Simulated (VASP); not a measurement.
InAs, 2 atoms in the cell. Symmetry: Fm-3m, No. 225, cubic system. The conventional cell has a = 5.655 Å, b = 5.655 Å, c = 5.655 Å, α = 90.00°, β = 90.00°, γ = 90.00°. Within 3.7 Å of In (site symmetry m-3m) lie 6 As at 2.83 Å. As (site symmetry m-3m) has 6 In at 2.83 Å within 3.7 Å. 

```yaml
Program: VASP 6.6.1
Task: single point
Functional: PBEsol
Potentials_or_basis: VASP PAW PBE potentials, release 64 (In_d, As)
Cutoff: 500 eV
k_mesh: 6 × 6 × 6
Occupations: fermi-dirac, width 0.03 eV
Spin: no spin polarisation
Dipole_correction: no
Further_INCAR_settings: ALGO = Normal; EDIFF = 1e-06; NBANDS = 16
```

Potentials or basis: VASP PAW PBE potentials, release 64 (In_d, As).

The run is started by

```sh
$ cat potpaw_PBE.64/In_d/POTCAR potpaw_PBE.64/As/POTCAR > POTCAR
$ mpirun -np 1 vasp_std > vasp.out
```

Hardware: 1 thread of Intel(R) Xeon(R) Platinum 8259CL CPU @ 2.50GHz (Skylake/Cascade Lake) (shared host).

Q: How long does it take, and how much memory?

A: It took 14 s on 1 thread of Intel(R) Xeon(R) Platinum 8259CL CPU @ 2.50GHz (Skylake/Cascade Lake) (shared host), peak memory 0.17 GiB. Counts: scf iterations 11, k points 16.
